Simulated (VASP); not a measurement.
# Si (Fd-3m) in VASP: notebook

Si is run at these levels: PBEsol; tasks: single point.

Everything below comes from runs of VASP 6.6.1. Logs are shortened: lines on timing, memory, paths and dates and some standing lists are left out, and cuts for length are marked.

## Step 1: The cell of the first run

It takes space group Fd-3m (No. 227, cubic). Conventional cell: a = 5.437 Å, b = 5.437 Å, c = 5.437 Å, α = 90.00°, β = 90.00°, γ = 90.00°. Within 3.1 Å of Si (site symmetry -43m) lie 4 Si at 2.35 Å.

## Step 2: Single point, PBEsol

Contents of INCAR:

```
  PREC = Accurate
  ENCUT = 520
  EDIFF = 1E-6
  ISMEAR = 0
  SIGMA = 0.1
  LREAL = F
  LASPH = T
  NELM = 60
  ALGO = Normal
  ISIF = 2
  LWAVE = F
  LCHARG = F
  GGA = PS
  NBANDS = 11
```

Contents of KPOINTS:

```
regular mesh
0
Gamma
  6 6 6
```

Contents of POSCAR:

```
Si
1.0
    0.0000000000      2.7185000000      2.7185000000
    2.7185000000      0.0000000000      2.7185000000
    2.7185000000      2.7185000000      0.0000000000
Si
2
Direct
    0.5000000000      0.5000000000      0.5000000000
    0.7500000000      0.7500000000      0.7500000000
```

Potentials or basis: VASP PAW PBE potentials, release 64 (Si).

On the command line:

```
$ cat potpaw_PBE.64/Si/POTCAR > POTCAR
$ mpirun -np 1 vasp_std > vasp.out
```

OUTCAR:

```text
PREC = Accurate
   ENCUT = 520
   EDIFF = 1E-6
   ISMEAR = 0
   LREAL = F
   LASPH = T
   NELM = 60
   ISIF = 2
   GGA = PS

 ion  position               nearest neighbor table
   1  0.500  0.500  0.500-   2 2.35   2 2.35   2 2.35   2 2.35
   2  0.750  0.750  0.750-   1 2.35   1 2.35   1 2.35   1 2.35

  LATTYP: Found a face centered cubic cell.
 ALAT       =     5.4370000000

  Lattice vectors:

 A1 = (   0.0000000000,   2.7185000000,   2.7185000000)
 A2 = (   2.7185000000,   0.0000000000,   2.7185000000)
 A3 = (   2.7185000000,   2.7185000000,   0.0000000000)

Analysis of symmetry for initial positions (statically):
=====================================================================
 Subroutine PRICEL returns:
 Original cell was already a primitive cell.

 Routine SETGRP: Setting up the symmetry group for a
 face centered cubic supercell.

 Subroutine GETGRP returns: Found 48 space group operations
 (whereof 24 operations were pure point group operations)
 out of a pool of 48 trial point group operations.

The static configuration has the point symmetry T_d .
 The point group associated with its full space group is O_h .

Analysis of symmetry for dynamics (positions and initial velocities):
=====================================================================
 Subroutine PRICEL returns:
 Original cell was already a primitive cell.

 Routine SETGRP: Setting up the symmetry group for a
 face centered cubic supercell.

 Subroutine GETGRP returns: Found 48 space group operations
 (whereof 24 operations were pure point group operations)
 out of a pool of 48 trial point group operations.

The dynamic configuration has the point symmetry T_d .
 The point group associated with its full space group is O_h .

 Subroutine INISYM returns: Found 48 space group operations
 (whereof 24 operations are pure point group operations),
 and found     1 'primitive' translations

----------------------------------------------------------------------------------------

                                     Primitive cell

  volume of cell :      40.1807

  direct lattice vectors                    reciprocal lattice vectors
     0.000000000  2.718500000  2.718500000    -0.183924959  0.183924959  0.183924959
     2.718500000  0.000000000  2.718500000     0.183924959 -0.183924959  0.183924959
     2.718500000  2.718500000  0.000000000     0.183924959  0.183924959 -0.183924959

  length of vectors
     3.844539569  3.844539569  3.844539569     0.318567373  0.318567373  0.318567373

  position of ions in fractional coordinates (direct lattice)
     0.500000000  0.500000000  0.500000000
     0.750000000  0.750000000  0.750000000

  ion indices of the primitive-cell ions
   primitive index   ion index
                 1           1
                 2           2

----------------------------------------------------------------------------------------

 KPOINTS: regular mesh

Automatic generation of k-mesh.
 Grid dimensions read from file:
 generate k-points for:    6    6    6

 Generating k-lattice:

  Cartesian coordinates                     Fractional coordinates (reciprocal lattice)
    -0.030654160  0.030654160  0.030654160     0.166666667  0.000000000  0.000000000
     0.030654160 -0.030654160  0.030654160     0.000000000  0.166666667  0.000000000
     0.030654160  0.030654160 -0.030654160     0.000000000  0.000000000  0.166666667

  Length of vectors
     0.053094562  0.053094562  0.053094562

  Shift w.r.t. Gamma in fractional coordinates (k-lattice)
     0.000000000  0.000000000  0.000000000

 Subroutine IBZKPT returns following result:
 ===========================================

 Found     16 irreducible k-points:

 Following reciprocal coordinates:
            Coordinates               Weight
  0.000000  0.000000  0.000000      1.000000
  0.166667  0.000000  0.000000      8.000000
  0.333333  0.000000  0.000000      8.000000
  0.500000  0.000000  0.000000      4.000000
  0.166667  0.166667  0.000000      6.000000
  0.333333  0.166667  0.000000     24.000000
[... 8 lines left out ...]
 -0.333333  0.333333  0.166667     24.000000
 -0.333333  0.500000  0.166667     12.000000
   k-points           NKPTS =     16   k-points in BZ     NKDIM =     16   number of bands    NBANDS=     11
   number of dos      NEDOS =    301   number of ions     NIONS =      2
   total plane-waves  NPLWV =  27000
   dimension x,y,z NGX =    30 NGY =   30 NGZ =   30
   dimension x,y,z NGXF=    60 NGYF=   60 NGZF=   60
   ions per type =               2
   NGX,Y,Z   is equivalent  to a cutoff of  12.97, 12.97, 12.97 a.u.
   NGXF,Y,Z  is equivalent  to a cutoff of  25.95, 25.95, 25.95 a.u.
 SYSTEM =  unknown system
   PREC   = accura    normal or accurate (medium, high low for compatibility)
   ISTART =      0    job   : 0-new  1-cont  2-samecut
   ICHARG =      2    charge: 1-file 2-atom 10-const
   ISPIN  =      1    spin polarized calculation?
   LNONCOLLINEAR =      F non collinear calculations
   LSORBIT =      F    spin-orbit coupling
   LASPH  =      T    aspherical Exc in radial PAW
   ENCUT  =  520.0 eV  38.22 Ry    6.18 a.u.   7.15  7.15  7.15*2*pi/ulx,y,z
   NELM   =     60;   NELMIN=  2; NELMDL= -5     # of ELM steps
   EDIFF  = 0.1E-05   stopping-criterion for ELM
   LREAL  =      F    real-space projection
   EDIFFG = 0.1E-04   stopping-criterion for IOM
   NSW    =      0    number of steps for IOM
   IBRION =     -1    ionic relax: 0-MD 1-quasi-New 2-CG
   NFREE  =      0    steps in history (QN), initial steepest desc. (CG)
   ISIF   =      2    stress and relaxation
   ISYM   =      2    0-nonsym 1-usesym 2-fastsym
   POTIM  = 0.5000    time-step for ionic-motion
   TEBEG  =    0.0;   TEEND  =   0.0 temperature during run
   PSTRESS=    0.0 pullay stress
   NELECT =       8.0000    total number of electrons
   NUPDOWN=      -1.0000    fix difference up-down
   EMIN   =  10.00;   EMAX   =-10.00  energy-range for DOS
   EFERMI =   0.00;   METHOD = LEGACY
   ISMEAR =     0;   SIGMA  =   0.10  broadening in eV -4-tet -1-fermi 0-gaus
   EFERMI_NEDOS =   21; number of points for ismear=-14 and -15
   IALGO  =     38    algorithm
   IMIX   =      4    mixing-type and parameters
     AMIX     =   0.40;   BMIX     =  1.00
     AMIX_MAG =   1.60;   BMIX_MAG =  1.00
  volume/ion in A,a.u.               =      20.09       135.58
  Fermi-wavevector in a.u.,A,eV,Ry     =   0.955943  1.806471 12.433381  0.913828
  Thomas-Fermi vector in A             =   2.084827
   LORBIT       =      0    0 simple, 1 ext, 2 COOP (PROOUT), +10 PAW based schemes
   GGA     = PS    functional components
   LHFCALC =     F    Hartree Fock is set to
   AEXX    =    0.0000 exact exchange contribution
   IVDW    =     0    specifies the selected vdW correction
   LEPSILON=     F    determine dielectric tensor
   LRPA    =     F    only Hartree local field effects (RPA)
 non-spin polarized calculation
 Gauss-broadening in eV      SIGMA  =   0.10
  energy-cutoff  :      520.00
  volume of cell :       40.18
 maximum number of plane-waves:      1106
 NGX is ok and might be reduce to    30
   NGX = 15   NGY = 15   NGZ = 15

 number of electron       8.0000001 magnetization

 Free energy of the ion-electron system (eV)
  ---------------------------------------------------
  ext. energy  EPLUGINS =         0.00000000
  ---------------------------------------------------
  free energy    TOTEN  =       -11.46760943 eV

  energy without entropy =      -11.46760905  energy(sigma->0) =      -11.46760924

 E-fermi :   6.0524     XC(G=0):  -9.5364

 val. band max:        5.7634538053   @ k =   0.0000   0.0000   0.0000
 cond. band min:       6.3546531056   @ k =   0.5000   0.5000   0.0000
 fundamental gap:      0.5911993002
 Fermi energy:         6.0523766734

 k-point     1 :       0.0000    0.0000    0.0000
  band No.  band energies     occupation
      1      -6.2051      2.00000
      2       5.7635      1.99996
      3       5.7635      1.99996
      4       5.7635      1.99996
      5       8.2755      0.00000
      6       8.2755      0.00000
      7       8.2755      0.00000
      8       9.0479      0.00000
      9      13.4456      0.00000
     10      13.4456      0.00000
     11      13.4561      0.00000

 k-point     2 :       0.1667    0.0000    0.0000
  band No.  band energies     occupation
      1      -5.8435      2.00000
      2       3.3659      2.00000
      3       5.3093      2.00000
      4       5.3093      2.00000
      5       8.0398      0.00000
      6       8.9253      0.00000
      7       8.9253      0.00000
      8      11.1380      0.00000
      9      12.7823      0.00000
     10      12.7823      0.00000
     11      14.6146      0.00000

 k-point     3 :       0.3333    0.0000    0.0000
  band No.  band energies     occupation
      1      -4.8254      2.00000
      2       0.4058      2.00000
      3       4.7594      2.00000
      4       4.7594      2.00000
      5       7.4414      0.00000
      6       9.2078      0.00000
      7       9.2078      0.00000
      8      13.4561      0.00000
      9      13.6801      0.00000
     10      13.6801      0.00000
     11      14.7106      0.00000
[... 155 lines left out ...]
 k-point    15 :      -0.3333    0.3333    0.1667
  band No.  band energies     occupation
      1      -2.9208      2.00000
      2      -1.0884      2.00000
      3       1.7126      2.00000
      4       2.9724      2.00000
      5       9.0202      0.00000
      6       9.2433      0.00000
      7      11.7722      0.00000
      8      12.2040      0.00000
      9      13.2552      0.00000
     10      16.7911      0.00000
     11      17.6292      0.00000

 k-point    16 :      -0.3333    0.5000    0.1667
  band No.  band energies     occupation
      1      -1.9327      2.00000
      2      -1.9327      2.00000
      3       2.0793      2.00000
      4       2.0793      2.00000
      5       8.4160      0.00000
      6       8.4160      0.00000
      7      12.4485      0.00000
      8      12.4485      0.00000
      9      16.2702      0.00000
     10      16.2702      0.00000
     11      18.6360      0.00000

------------------------ aborting loop because EDIFF is reached ----------------------------------------

  FORCE on cell =-STRESS in cart. coord.  units (eV):
  Direction    XX          YY          ZZ          XY          YZ          ZX
  --------------------------------------------------------------------------------------
  -------------------------------------------------------------------------------------
  Total        0.0028467      0.0028467      0.0028467      0.0000000      0.0000000      0.0000000
  in kB        0.1135092      0.1135092      0.1135092      0.0000000      0.0000000      0.0000000
  external PRESSURE =       0.1135092 kB  Pullay stress =       0.0000000 kB

 VOLUME and BASIS-vectors are now :
 -----------------------------------------------------------------------------
  energy-cutoff  :      520.00
  volume of cell :       40.18
      direct lattice vectors                 reciprocal lattice vectors
     0.000000000  2.718500000  2.718500000    -0.183924959  0.183924959  0.183924959
     2.718500000  0.000000000  2.718500000     0.183924959 -0.183924959  0.183924959
     2.718500000  2.718500000  0.000000000     0.183924959  0.183924959 -0.183924959

 POSITION                                       TOTAL-FORCE (eV/Angst)
 -----------------------------------------------------------------------------------
      2.71850      2.71850      2.71850        -0.000000     -0.000000     -0.000000
      4.07775      4.07775      4.07775         0.000000      0.000000      0.000000
 -----------------------------------------------------------------------------------
    total drift:                                0.000000     -0.000000     -0.000000

  FREE ENERGIE OF THE ION-ELECTRON SYSTEM (eV)
  ---------------------------------------------------
  free  energy   TOTEN  =       -11.4676094281 eV

  energy  without entropy=      -11.4676090468  energy(sigma->0) =      -11.46760924
```

It took 18 s on 1 thread of AMD EPYC 7R43 (Zen 3), shared host; peak memory 0.12 GiB.

Results:

```
Free energy            : -11.4676 eV
Pressure               : 0.0 GPa
Band gap on the k mesh : 0.59 eV, indirect (least direct gap 2.51 eV)
```

Caveat: the PAW data sets were made with another functional, which shifts forces and pressure a little.

## Step 3: Single point, PBEsol

Contents of INCAR:

```
PREC = Accurate
ENCUT = 520
EDIFF = 1E-7
ISMEAR = 0
SIGMA = 0.02
LREAL = F
LASPH = T
NELM = 60
ALGO = Normal
ISIF = 2
LWAVE = F
LCHARG = F
GGA = PS
NBANDS = 11
```

Contents of KPOINTS:

```
Automatic mesh
0
Gamma
  10 10 10
```

Contents of POSCAR:

```
Si
1.0
    0.0000000000      2.7167311890      2.7167311890
    2.7167311890      0.0000000000      2.7167311890
    2.7167311890      2.7167311890      0.0000000000
Si
2
Direct
    0.5000000000      0.5000000000      0.5000000000
    0.7500000000      0.7500000000      0.7500000000
```

Potentials or basis: VASP PAW PBE potentials, release 64 (Si).

On the command line:

```
$ cat potpaw_PBE.64/Si/POTCAR > POTCAR
$ mpirun -np 1 vasp_std > vasp.out
```

It took 34 s on 1 thread of AMD EPYC 7R43 (Zen 3), shared host; peak memory 0.12 GiB.

The run converged. Its results:

- Free energy: -11.4926 eV
- Pressure: 0.1 GPa
- Band gap on the k mesh: 0.47 eV, indirect (least direct gap 2.52 eV)

Levels at points of the mesh, in eV from the valence-band top:
```tsv
k point	band 1	band 2	band 3	band 4	band 5	band 6	band 7	band 8	band 9
(0.00, 0.00, 0.00)	-11.98	0.00	0.00	0.00	2.52	2.52	2.52	3.31	7.69
(0.50, 0.00, 0.00)	-9.63	-7.01	-1.20	-1.20	1.46	3.27	3.27	7.51	10.51
(0.50, 0.50, 0.00)	-7.82	-7.82	-2.87	-2.87	0.59	0.59	10.05	10.05	10.93
```

Caveat: the PAW data sets were made with another functional, which shifts forces and pressure a little. A k mesh can miss the band edges.
